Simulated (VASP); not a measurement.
Write the native input for VASP 6.6.1 that does the following.

* Task: single point
* Functional: PBE
* Potentials or basis: VASP PAW PBE potentials, release 64 (Be, Pt)
* Cutoff: 600 eV
* k mesh: 18 × 18 × 18
* Occupations: gaussian, width 0.1 eV
* Spin: no spin polarisation
* Dipole correction: no
* Further INCAR settings: ALGO = Normal; EDIFF = 1e-06; NBANDS = 23

The structure of Be2Pt lies in POSCAR:

```
Be2Pt
1.0
   -1.5270581737      1.5270581737      7.1718513204
    1.5270581737     -1.5270581737      7.1718513204
    1.5270581737      1.5270581737     -7.1718513204
Be Pt
4 2
Direct
    0.4252082479      0.4252082479      0.0000000000
    0.1752082479      0.6752082479      0.5000000000
    0.3247917521      0.8247917521      0.5000000000
    0.5747917521      0.5747917521      0.0000000000
    0.0000000000      0.0000000000      0.0000000000
    0.7500000000      0.2500000000      0.5000000000
```

These files were run (other wordings do the same):

INCAR

```
PREC = Accurate
ENCUT = 600
EDIFF = 1E-6
ISMEAR = 0
SIGMA = 0.1
LREAL = F
LASPH = T
NELM = 120
ALGO = Normal
ISIF = 2
LWAVE = F
LCHARG = F
GGA = PE
NBANDS = 23
GGA_COMPAT = F
```

KPOINTS

```
Automatic mesh
0
Gamma
  18 18 18
```

Potentials or basis: VASP PAW PBE potentials, release 64 (Be, Pt).

Launch:

```console
$ cat potpaw_PBE.64/Be/POTCAR potpaw_PBE.64/Pt/POTCAR > POTCAR
$ mpirun -np 1 vasp_std > vasp.out
```

It gave:

```yaml
Pressure: 0.0 GPa
Largest_force: 0.005 eV/Å
Band_gap_on_the_k_mesh: zero (bands 14 and 15 overlap by 2.90 eV)
```

Caveat: spin-orbit coupling is left out, which moves the levels of the heavy elements.

Wall time 22 min on 1 thread of Intel(R) Xeon(R) 6975P-C (Granite Rapids) (shared host), peak memory 1.1 GiB.
